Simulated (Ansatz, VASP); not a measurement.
**Two plane-wave programs on SnTe2**

The input POSCAR:

```
SnTe2
1.0
    0.0000000000      3.7010376726      3.7010376726
    3.7010376726      0.0000000000      3.7010376726
    3.7010376726      3.7010376726      0.0000000000
Sn Te
1 2
Direct
    0.0000000000      0.0000000000      0.0000000000
    0.2500000000      0.2500000000      0.2500000000
    0.7500000000      0.7500000000      0.7500000000
```

Contents of INCAR.step1:

```
PREC = Accurate ; ENCUT = 520
ISMEAR = 1 ; SIGMA = 0.05
LREAL = False ; LASPH = True
NELM = 100 ; NBANDS = 20
GGA = PE ; ALGO = Normal
EDIFF = 1E-4 ; LWAVE = True
LCHARG = False
```

File INCAR.step2:

```
PREC = Accurate ; ENCUT = 520
EDIFF = 1E-6 ; ISMEAR = 1
SIGMA = 0.05 ; LREAL = False
LASPH = True ; NELM = 100
ALGO = Normal ; ISIF = 2
LWAVE = False ; LCHARG = True
METAGGA = R2SCAN ; LMIXTAU = True
LELF = True ; LVHAR = True
NBANDS = 20 ; ISTART = 1
```

Contents of KPOINTS:

```
regular mesh
0
Gamma
  4 4 4
```

Input for Ansatz:

```yaml
crystal:
  lattice:
    - [0.0, 3.7010376726, 3.7010376726]
    - [3.7010376726, 0.0, 3.7010376726]
    - [3.7010376726, 3.7010376726, 0.0]
  atoms:
    - { symbol: Sn, position: [0.0, 0.0, 0.0] }
    - { symbol: Te, position: [0.25, 0.25, 0.25] }
    - { symbol: Te, position: [0.75, 0.75, 0.75] }
kpoints:
  mp_grid: { grid: [4, 4, 4] }
hamiltonian:
  xc: r2scan
scf:
  occupations: { method: cold, width: 0.05 }
  n_extra_bands: 4
output:
  forces: true
  stress: true
  eigenvalues: true
```

Alike in both runs: task single point; functional r2SCAN; k mesh 4 × 4 × 4; no spin polarisation.

|  | VASP | Ansatz |
| --- | --- | --- |
| version | VASP 6.6.1 | Ansatz 0.2.0 |
| potentials or method | VASP PAW PBE potentials, release 64 (Sn_d, Te) | plane waves |
| plane-wave cutoff (eV) | 520 | 500 |
| occupations | methfessel-paxton of order 1, width 0.05 eV | cold, width 0.05 eV |
| valence electrons in the cell | 26 | 46 |

|  | VASP | Ansatz | Ansatz less VASP |
| --- | --- | --- | --- |
| pressure (GPa) | 0.5 | 0.5 | +0.01 |

VASP's potentials were made for PBE, not for r2SCAN. VASP's potentials hold 26 valence electrons a cell and Ansatz's 46, so a difference there can come from the potentials and not from the codes.

The k mesh is coarse, so the values compare programs but aren't converged. Spin-orbit coupling is off throughout.
